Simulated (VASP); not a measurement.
Wanted: the native input for a VASP 6.6.1 run.

| Quantity | Value |
| --- | --- |
| Task | relaxation of shape and atoms at fixed volume |
| Functional | r2SCAN |
| Potentials or basis | VASP PAW PBE potentials, release 64 (Zr_sv) |
| Cutoff | 600 eV |
| k mesh | 18 × 18 × 8 |
| Occupations | gaussian, width 0.1 eV |
| Spin | no spin polarisation |
| Dipole correction | no |
| Further INCAR settings | ALGO = Normal; EDIFF = 1e-07; IBRION = 2; EDIFFG = -0.01; NSW = 50; ISIF = 4 |

Crystal: Zr.

```xyz
2
Lattice="3.2785 0.0000 0.0000 -1.6393 2.8393 0.0000 0.0000 0.0000 5.2012" Properties=species:S:1:pos:R:3 pbc="T T T"
Zr    0.0000    1.8929    1.3003
Zr    1.6393    0.9464    3.9009
```

One way to write it, as run:

POSCAR

```
Zr
1.0
    3.2785438380      0.0000000000      0.0000000000
   -1.6392719190      2.8393022511      0.0000000000
    0.0000000000      0.0000000000      5.2012028687
Zr
2
Direct
    0.3333333333      0.6666666667      0.2500000000
    0.6666666667      0.3333333333      0.7500000000
```

INCAR.step1

```
SYSTEM = Zr
ALGO = Normal ; EDIFF = 1E-4
ENCUT = 600 ; GGA = PE
ISMEAR = 0 ; LASPH = .True.
LCHARG = .False. ; LREAL = .False.
LWAVE = .True. ; NELM = 80
PREC = Accurate ; SIGMA = 0.1
```

INCAR.step2

```
SYSTEM = Zr
ALGO = Normal ; EDIFF = 1E-7
EDIFFG = -0.01 ; ENCUT = 600
IBRION = 2 ; ISIF = 4
ISMEAR = 0 ; ISTART = 1
LASPH = .True. ; LCHARG = .False.
LMIXTAU = .True. ; LREAL = .False.
LWAVE = .False. ; METAGGA = R2SCAN
NELM = 80 ; NSW = 50
PREC = Accurate ; SIGMA = 0.1
```

KPOINTS

```
k-points
0
Gamma
  18 18 8
  0 0 0
```

Potentials or basis: VASP PAW PBE potentials, release 64 (Zr_sv).

Command:

```sh
$ cat potpaw_PBE.64/Zr_sv/POTCAR > POTCAR
$ cp INCAR.step1 INCAR
$ mpirun -np 1 vasp_std > vasp.out
$ cp INCAR.step2 INCAR
$ mpirun -np 1 vasp_std > vasp.out
```

Results of the run:

- Energy gained by relaxing: 0.0 meV/atom
- Ionic steps: 2
- Pressure after relaxing: -2.7 GPa
- Band gap on the k mesh: zero (bands 12 and 13 overlap by 1.26 eV)

Caveat: the PAW data sets were made with another functional, which shifts forces and pressure a little.

Wall time 37 min on 1 thread of Oxide Virtual Turin-like Processor, on a shared host, peak memory 0.27 GiB.
